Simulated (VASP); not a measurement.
Write the native input for VASP 6.6.1 that does the following.

```
Task                   : single point
Functional             : LDA
Potentials or basis    : VASP PAW LDA potentials, release 64 (Ag)
Cutoff                 : 520 eV
k mesh                 : 14 × 14 × 4
Occupations            : fermi-dirac, width 0.08 eV
Spin                   : no spin polarisation
Dipole correction      : no
Further INCAR settings : ALGO = Normal; EDIFF = 1e-06; NBANDS = 30
```

The structure of Ag lies in POSCAR:

```
Ag
1.0
    2.8861989086      0.0000000000      0.0000000000
   -1.4430994543      2.4995215753      0.0000000000
    0.0000000000      0.0000000000      9.7000000000
Ag
4
Direct
    0.3333333333      0.6666666667      0.2500000000
    0.6666666667      0.3333333333      0.7500000000
    0.0000000000      0.0000000000      0.0000000000
    0.0000000000      0.0000000000      0.5000000000
```

This isn't the form of Ag at room conditions, which is fcc.

This cell differs from its parent crystal: zz strain of -3 %.

One way to write it, as run:

INCAR

```
SYSTEM = Ag
PREC = Accurate
ENCUT = 520
EDIFF = 1E-6
ISMEAR = -1
SIGMA = 0.08
LREAL = .FALSE.
LASPH = .TRUE.
NELM = 100
ALGO = Normal
ISIF = 2
LWAVE = .FALSE.
LCHARG = .TRUE.
LELF = .TRUE.
LVHAR = .TRUE.
NBANDS = 30
```

KPOINTS

```
regular mesh
0
G
  14 14 4
  0 0 0
```

Potentials or basis: VASP PAW LDA potentials, release 64 (Ag).

Command:

```sh
$ cat potpaw_LDA.64/Ag/POTCAR > POTCAR
$ mpirun -np 1 vasp_std > vasp.out
```

It gave:

| Quantity | Value |
| --- | --- |
| Pressure | -9.1 GPa |
| Band gap on the k mesh | zero (bands 22 and 23 overlap by 5.93 eV) |

Caveat: the cell differs from its parent crystal (zz strain of -3 %); the cell stands under tension.

Wall time 81 s on 1 thread of Intel(R) Xeon(R) Platinum 8488C (Sapphire Rapids) (shared host), peak memory 0.23 GiB.
